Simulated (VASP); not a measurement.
# SiNi3 in VASP: notebook

SiNi3 is run at these levels: r2SCAN, PBEsol; tasks: single point.

All numbers are computed with VASP 6.6.1; they aren't measurements. Logs are shortened: lines on timing, memory, paths and dates and some standing lists are left out, and cuts for length are marked.

### Step 1. The cell of the first run

The structure is cubic, space group Pm-3m (No. 221). The conventional cell has a = 3.611 Å, b = 3.611 Å, c = 3.611 Å, α = 90.00°, β = 90.00°, γ = 90.00°. Within 3.4 Å of Ni (site symmetry 4/mmm) lie 8 Ni at 2.55 Å and 4 Si at 2.55 Å. Within 3.4 Å of Si (site symmetry m-3m) lie 12 Ni at 2.55 Å.

### Step 2. Single point, r2SCAN, collinear spin, ferromagnetic start

Input file POSCAR:

```
SiNi3
1.0
    3.6114686170      0.0000000000      0.0000000000
    0.0000000000      3.6114686170      0.0000000000
    0.0000000000      0.0000000000      3.6114686170
Ni Si
3 1
Direct
    0.5000000000      0.5000000000      0.0000000000
    0.5000000000      0.0000000000      0.5000000000
    0.0000000000      0.5000000000      0.5000000000
    0.0000000000      0.0000000000      0.0000000000
```

Input file INCAR.step1:

```
SYSTEM = SiNi3
PREC = Accurate ; ENCUT = 520
ISMEAR = -1 ; SIGMA = 0.05
LREAL = .False. ; LASPH = .True.
NELM = 150 ; ISPIN = 2
MAGMOM = 1 1 1 0 ; LMAXMIX = 4
NBANDS = 29 ; GGA = PE
ALGO = Normal ; EDIFF = 1E-4
LWAVE = .True. ; LCHARG = .False.
```

Input file INCAR.step2:

```
SYSTEM = SiNi3
PREC = Accurate ; ENCUT = 520
EDIFF = 1E-7 ; ISMEAR = -1
SIGMA = 0.05 ; LREAL = .False.
LASPH = .True. ; NELM = 150
ALGO = Normal ; ISIF = 2
LWAVE = .False. ; LCHARG = .False.
ISPIN = 2 ; MAGMOM = 1 1 1 0
LORBIT = 11 ; LMAXMIX = 4
METAGGA = R2SCAN ; LMIXTAU = .True.
NBANDS = 29 ; ISTART = 1
```

Input file KPOINTS:

```
Automatic mesh
0
Gamma
  8 8 8
  0 0 0
```

Potentials or basis: VASP PAW PBE potentials, release 64 (Ni, Si).

On the command line:

```bash
cat potpaw_PBE.64/Ni/POTCAR potpaw_PBE.64/Si/POTCAR > POTCAR
cp INCAR.step1 INCAR
mpirun -np 1 vasp_std > vasp.out
cp INCAR.step2 INCAR
mpirun -np 1 vasp_std > vasp.out
```

OUTCAR:

```text
SYSTEM = SiNi3
   PREC = Accurate
   ENCUT = 520
   EDIFF = 1E-7
   ISMEAR = -1
   LREAL = .False.
   LASPH = .True.
   NELM = 150
   ISIF = 2
   ISPIN = 2
   LORBIT = 11
   METAGGA = R2SCAN
   ISTART = 1

 ion  position               nearest neighbor table
   1  0.500  0.500  0.000-   2 2.55   3 2.55   4 2.55   2 2.55   3 2.55   2 2.55   4 2.55   2 2.55
                             3 2.55   4 2.55   3 2.55   4 2.55
   2  0.500  0.000  0.500-   1 2.55   3 2.55   4 2.55   1 2.55   4 2.55   1 2.55   3 2.55   1 2.55
                             3 2.55   4 2.55   4 2.55   3 2.55
   3  0.000  0.500  0.500-   1 2.55   2 2.55   4 2.55   1 2.55   4 2.55   2 2.55   4 2.55   4 2.55
                             1 2.55   2 2.55   1 2.55   2 2.55
   4  0.000  0.000  0.000-   1 2.55   2 2.55   3 2.55   2 2.55   3 2.55   1 2.55   3 2.55   3 2.55
                             1 2.55   2 2.55   2 2.55   1 2.55

  LATTYP: Found a simple cubic cell.
 ALAT       =     3.6114686170

  Lattice vectors:

 A1 = (   3.6114686170,   0.0000000000,   0.0000000000)
 A2 = (   0.0000000000,   3.6114686170,   0.0000000000)
 A3 = (   0.0000000000,   0.0000000000,   3.6114686170)

Analysis of symmetry for initial positions (statically):
=====================================================================
 Subroutine PRICEL returns:
 Original cell was already a primitive cell.

 Routine SETGRP: Setting up the symmetry group for a
 simple cubic supercell.

 Subroutine GETGRP returns: Found 48 space group operations
 (whereof 48 operations were pure point group operations)
 out of a pool of 48 trial point group operations.

The static configuration has the point symmetry O_h .

Analysis of symmetry for dynamics (positions and initial velocities):
=====================================================================
 Subroutine PRICEL returns:
 Original cell was already a primitive cell.

 Routine SETGRP: Setting up the symmetry group for a
 simple cubic supercell.

 Subroutine GETGRP returns: Found 48 space group operations
 (whereof 48 operations were pure point group operations)
 out of a pool of 48 trial point group operations.

The dynamic configuration has the point symmetry O_h .

Analysis of structural, dynamic, and magnetic symmetry:
=====================================================================
 Subroutine PRICEL returns:
 Original cell was already a primitive cell.

 Routine SETGRP: Setting up the symmetry group for a
 simple cubic supercell.

 Subroutine GETGRP returns: Found 48 space group operations
 (whereof 48 operations were pure point group operations)
 out of a pool of 48 trial point group operations.

The overall configuration has the point symmetry O_h .

 Subroutine INISYM returns: Found 48 space group operations
 (whereof 48 operations are pure point group operations),
 and found     1 'primitive' translations

----------------------------------------------------------------------------------------

                                     Primitive cell

  volume of cell :      47.1033

  direct lattice vectors                    reciprocal lattice vectors
     3.611468617  0.000000000  0.000000000     0.276895664  0.000000000  0.000000000
     0.000000000  3.611468617  0.000000000     0.000000000  0.276895664  0.000000000
     0.000000000  0.000000000  3.611468617     0.000000000  0.000000000  0.276895664

  length of vectors
     3.611468617  3.611468617  3.611468617     0.276895664  0.276895664  0.276895664

  position of ions in fractional coordinates (direct lattice)
     0.500000000  0.500000000  0.000000000
     0.500000000  0.000000000  0.500000000
     0.000000000  0.500000000  0.500000000
     0.000000000  0.000000000  0.000000000

  ion indices of the primitive-cell ions
   primitive index   ion index
                 1           1
                 2           2
                 3           3
                 4           4

----------------------------------------------------------------------------------------

 KPOINTS: Automatic mesh

Automatic generation of k-mesh.
 Grid dimensions read from file:
 generate k-points for:    8    8    8

 Generating k-lattice:

  Cartesian coordinates                     Fractional coordinates (reciprocal lattice)
     0.034611958  0.000000000  0.000000000     0.125000000  0.000000000  0.000000000
     0.000000000  0.034611958  0.000000000     0.000000000  0.125000000  0.000000000
     0.000000000  0.000000000  0.034611958     0.000000000  0.000000000  0.125000000

  Length of vectors
     0.034611958  0.034611958  0.034611958

  Shift w.r.t. Gamma in fractional coordinates (k-lattice)
     0.000000000  0.000000000  0.000000000

 Subroutine IBZKPT returns following result:
 ===========================================

 Found     35 irreducible k-points:

 Following reciprocal coordinates:
            Coordinates               Weight
  0.000000  0.000000  0.000000      1.000000
  0.125000  0.000000  0.000000      6.000000
  0.250000  0.000000  0.000000      6.000000
  0.375000  0.000000  0.000000      6.000000
  0.500000  0.000000  0.000000      3.000000
  0.125000  0.125000  0.000000     12.000000
[... 16 lines left out ...]
  0.375000  0.375000  0.125000     24.000000
  0.500000  0.375000  0.125000     24.000000
 [... further k-points ...]
   k-points           NKPTS =     35   k-points in BZ     NKDIM =     35   number of bands    NBANDS=     29
   number of dos      NEDOS =    301   number of ions     NIONS =      4
   total plane-waves  NPLWV =  21952
   dimension x,y,z NGX =    28 NGY =   28 NGZ =   28
   dimension x,y,z NGXF=    56 NGYF=   56 NGZF=   56
   ions per type =               3   1
   NGX,Y,Z   is equivalent  to a cutoff of  12.89, 12.89, 12.89 a.u.
   NGXF,Y,Z  is equivalent  to a cutoff of  25.78, 25.78, 25.78 a.u.
 SYSTEM =  SiNi3
   PREC   = accura    normal or accurate (medium, high low for compatibility)
   ISTART =      1    job   : 0-new  1-cont  2-samecut
   ICHARG =      0    charge: 1-file 2-atom 10-const
   ISPIN  =      2    spin polarized calculation?
   LNONCOLLINEAR =      F non collinear calculations
   LSORBIT =      F    spin-orbit coupling
   LASPH  =      T    aspherical Exc in radial PAW
   ENCUT  =  520.0 eV  38.22 Ry    6.18 a.u.   6.71  6.71  6.71*2*pi/ulx,y,z
   NELM   =    150;   NELMIN=  2; NELMDL=  0     # of ELM steps
   EDIFF  = 0.1E-06   stopping-criterion for ELM
   LREAL  =      F    real-space projection
   EDIFFG = 0.1E-05   stopping-criterion for IOM
   NSW    =      0    number of steps for IOM
   IBRION =     -1    ionic relax: 0-MD 1-quasi-New 2-CG
   NFREE  =      0    steps in history (QN), initial steepest desc. (CG)
   ISIF   =      2    stress and relaxation
   ISYM   =      2    0-nonsym 1-usesym 2-fastsym
   POTIM  = 0.5000    time-step for ionic-motion
   TEBEG  =    0.0;   TEEND  =   0.0 temperature during run
   PSTRESS=    0.0 pullay stress
   NELECT =      34.0000    total number of electrons
   NUPDOWN=      -1.0000    fix difference up-down
   EMIN   =  10.00;   EMAX   =-10.00  energy-range for DOS
   EFERMI =   0.00;   METHOD = LEGACY
   ISMEAR =    -1;   SIGMA  =   0.05  broadening in eV -4-tet -1-fermi 0-gaus
   EFERMI_NEDOS =   21; number of points for ismear=-14 and -15
   IALGO  =     38    algorithm
   IMIX   =      4    mixing-type and parameters
     AMIX     =   0.40;   BMIX     =  1.00
     AMIX_MAG =   1.60;   BMIX_MAG =  1.00
  volume/ion in A,a.u.               =      11.78        79.47
  Fermi-wavevector in a.u.,A,eV,Ry     =   1.468534  2.775127 29.342211  2.156592
  Thomas-Fermi vector in A             =   2.584020
   LORBIT       =     11    0 simple, 1 ext, 2 COOP (PROOUT), +10 PAW based schemes
   METAGGA = R2SCAN    functional components
   LHFCALC =     F    Hartree Fock is set to
   AEXX    =    0.0000 exact exchange contribution
   IVDW    =     0    specifies the selected vdW correction
   LEPSILON=     F    determine dielectric tensor
   LRPA    =     F    only Hartree local field effects (RPA)
 spin polarized calculation
  energy-cutoff  :      520.00
  volume of cell :       47.10
 maximum number of plane-waves:      1328
 NGX is ok and might be reduce to    28
   NGX = 13   NGY = 13   NGZ = 13

 number of electron      34.0000065 magnetization       0.0005594

 number of electron      34.0000065 magnetization      -0.0000187

 Free energy of the ion-electron system (eV)
  ---------------------------------------------------
  ext. energy  EPLUGINS =         0.00000000
  ---------------------------------------------------
  free energy    TOTEN  =       -45.96422007 eV

  energy without entropy =      -45.94400836  energy(sigma->0) =      -45.95411421

 E-fermi :   9.2177     XC(G=0): -13.6319

 val. band max:        9.2089362946   @ k =   0.5000   0.3750   0.3750
 cond. band min:       9.2423263474   @ k =   0.3750   0.3750   0.3750
 fundamental gap:      0.0333900528
 Fermi energy:         9.2177303698

 spin component 1

 k-point     1 :       0.0000    0.0000    0.0000
  band No.  band energies     occupation
      1      -2.5702      1.00000
      2       4.6931      1.00000
      3       5.5421      1.00000
      4       5.5421      1.00000
      5       6.0280      1.00000
      6       6.0280      1.00000
[... 757 lines left out ...]
     28      23.9712      0.00000
     29      26.2129      0.00000

 [... further k-points ...]

 spin component 2

 k-point     1 :       0.0000    0.0000    0.0000
  band No.  band energies     occupation
      1      -2.5702      1.00000
      2       4.6931      1.00000
      3       5.5421      1.00000
      4       5.5421      1.00000
      5       6.0280      1.00000
      6       6.0280      1.00000
[... 757 lines left out ...]
     28      23.9712      0.00000
     29      26.2127      0.00000

 [... further k-points ...]

------------------------ aborting loop because EDIFF is reached ----------------------------------------

  FORCE on cell =-STRESS in cart. coord.  units (eV):
  Direction    XX          YY          ZZ          XY          YZ          ZX
  --------------------------------------------------------------------------------------
  -------------------------------------------------------------------------------------
  Total       -6.4002918     -6.4002918     -6.4002918      0.0000000      0.0000000     -0.0000000
  in kB     -217.7001952   -217.7001952   -217.7001952      0.0000000      0.0000000     -0.0000000
  external PRESSURE =    -217.7001952 kB  Pullay stress =       0.0000000 kB

 VOLUME and BASIS-vectors are now :
 -----------------------------------------------------------------------------
  energy-cutoff  :      520.00
  volume of cell :       47.10
      direct lattice vectors                 reciprocal lattice vectors
     3.611468617  0.000000000  0.000000000     0.276895664  0.000000000  0.000000000
     0.000000000  3.611468617  0.000000000     0.000000000  0.276895664  0.000000000
     0.000000000  0.000000000  3.611468617     0.000000000  0.000000000  0.276895664

 POSITION                                       TOTAL-FORCE (eV/Angst)
 -----------------------------------------------------------------------------------
      1.80573      1.80573      0.00000         0.000000      0.000000      0.000000
      1.80573      0.00000      1.80573         0.000000      0.000000      0.000000
      0.00000      1.80573      1.80573         0.000000      0.000000      0.000000
      0.00000      0.00000      0.00000         0.000000      0.000000      0.000000
 -----------------------------------------------------------------------------------
    total drift:                                0.000000      0.000000      0.000000

  FREE ENERGIE OF THE ION-ELECTRON SYSTEM (eV)
  ---------------------------------------------------
  free  energy   TOTEN  =       -45.9642200656 eV

  energy  without entropy=      -45.9440083616  energy(sigma->0) =      -45.95411421

 total charge

# of ion       s       p       d       tot
------------------------------------------
    1        0.456   0.502   8.380   9.338
    2        0.456   0.502   8.380   9.338
    3        0.456   0.502   8.380   9.338
    4        0.720   0.784   0.000   1.504
--------------------------------------------------
tot          2.088   2.290  25.141  29.518

 magnetization (x)

# of ion       s       p       d       tot
------------------------------------------
    1        0.000   0.000  -0.000  -0.000
    2        0.000   0.000  -0.000  -0.000
    3        0.000   0.000  -0.000  -0.000
    4        0.000   0.000   0.000   0.000
--------------------------------------------------
tot          0.000   0.000  -0.000  -0.000
```

Run time: 3.1 min. Hardware: 1 thread of Intel Xeon 6975P-C (Granite Rapids), shared host; peak memory 0.22 GiB.

Results:

- Free energy: -45.9642 eV
- Pressure: -21.8 GPa
- Band gap on the k mesh: zero (filled and empty bands overlap)
- Net moment: 0.00 μB per cell
- Valence electrons inside the program's atomic spheres: Ni 9.34; Si 1.50

Caveat: the cell stands under tension; the PAW data sets were made with another functional, which shifts forces and pressure a little.

### Step 3. Single point, PBEsol, collinear spin, ferromagnetic start (atoms moved at random)

Input file INCAR:

```
SYSTEM = SiNi3
PREC     = Accurate       ! precision mode
ENCUT    = 520            ! plane-wave cutoff, eV
EDIFF    = 1E-6           ! SCF threshold, eV
ISMEAR   = -1             ! smearing method
SIGMA    = 0.05           ! smearing width, eV
LREAL    = .False.        ! projectors in reciprocal space
LASPH    = .True.         ! aspherical terms in the spheres
NELM     = 150            ! most SCF steps
ALGO     = Fast           ! electronic algorithm
ISIF     = 2              ! what is computed and relaxed
LWAVE    = .False.        ! write WAVECAR
LCHARG   = .False.        ! write CHGCAR
ISPIN    = 2              ! spin polarisation
MAGMOM   = 1 1 1 0        ! initial moments
LORBIT   = 11             ! projections on sites
LMAXMIX  = 4              ! l up to which the mixer works
GGA      = PS             ! functional
NBANDS   = 29             ! bands
```

Input file KPOINTS:

```
regular mesh
0
Gamma
  8 8 8
  0 0 0
```

Input file POSCAR:

```
SiNi3
1.0
    3.5420000000      0.0000000000      0.0000000000
    0.0000000000      3.5420000000      0.0000000000
    0.0000000000      0.0000000000      3.5420000000
Ni Si
3 1
Direct
    0.4886370000      0.4838270000     -0.0015600000
    0.4930390000     -0.0013100000      0.5054280000
    0.0105450000      0.4973570000      0.4884480000
   -0.0037180000      0.0064040000      0.0020140000
```

Potentials or basis: VASP PAW PBE potentials, release 64 (Ni, Si).

On the command line:

```bash
cat potpaw_PBE.64/Ni/POTCAR potpaw_PBE.64/Si/POTCAR > POTCAR
mpirun -np 1 vasp_std > vasp.out
```

Wall time 14 min (1 thread of Oxide Virtual Turin-like, shared host); peak memory 0.49 GiB.

It converged, with:

* Free energy: -26.1133 eV
* Pressure: -13.3 GPa
* Largest force: 0.794 eV/Å
* Band gap on the k mesh: zero (filled and empty bands overlap)
* Net moment: 0.00 μB per cell
* Valence electrons inside the program's atomic spheres: Ni 9.42; Si 1.53

Forces in eV/Å, atoms in the order of the input:
```
Ni   0.474  0.435 -0.065
Ni   0.362 -0.315 -0.136
Ni  -0.736  0.116  0.275
Si  -0.100 -0.236 -0.074
```

Stress tensor (GPa, compression positive):
```
-13.34   0.07  -0.27
  0.07 -13.35   0.31
 -0.27   0.31 -13.25
```

Levels at points of the mesh, in eV from the Fermi level:
Spin up:
```tsv
k point	band 15	band 16	band 17	band 18	band 19	band 20
(0.00, 0.00, 0.00)	-0.49	-0.23	0.01	0.02	0.02	4.54
(0.50, 0.00, 0.00)	-1.08	-0.52	0.02	3.46	3.50	5.00
(0.00, 0.50, 0.00)	-1.06	-0.53	0.02	3.47	3.49	4.99
(0.00, 0.00, 0.50)	-1.04	-0.52	0.02	3.50	3.52	4.96
(0.50, 0.50, 0.00)	-1.09	-0.96	-0.89	0.62	0.63	5.42
(0.00, 0.50, 0.50)	-1.07	-0.95	-0.87	0.62	0.63	5.41
(0.50, 0.00, 0.50)	-1.08	-0.95	-0.90	0.62	0.63	5.32
(0.50, 0.50, 0.50)	-1.19	-0.41	-0.20	-0.20	-0.17	1.09
```
Spin down:
```csv
k point,band 15,band 16,band 17,band 18,band 19,band 20
"(0.00, 0.00, 0.00)",-0.49,-0.23,0.01,0.02,0.02,4.54
"(0.50, 0.00, 0.00)",-1.08,-0.52,0.02,3.46,3.50,5.00
"(0.00, 0.50, 0.00)",-1.06,-0.53,0.02,3.47,3.49,4.99
"(0.00, 0.00, 0.50)",-1.04,-0.52,0.02,3.50,3.52,4.96
"(0.50, 0.50, 0.00)",-1.09,-0.96,-0.89,0.62,0.63,5.42
"(0.00, 0.50, 0.50)",-1.07,-0.95,-0.87,0.62,0.63,5.41
"(0.50, 0.00, 0.50)",-1.08,-0.95,-0.90,0.62,0.63,5.32
"(0.50, 0.50, 0.50)",-1.19,-0.41,-0.20,-0.20,-0.17,1.09
```

Caveat: the cell differs from its parent crystal (atoms moved at random); the cell stands under tension; the PAW data sets were made with another functional, which shifts forces and pressure a little.
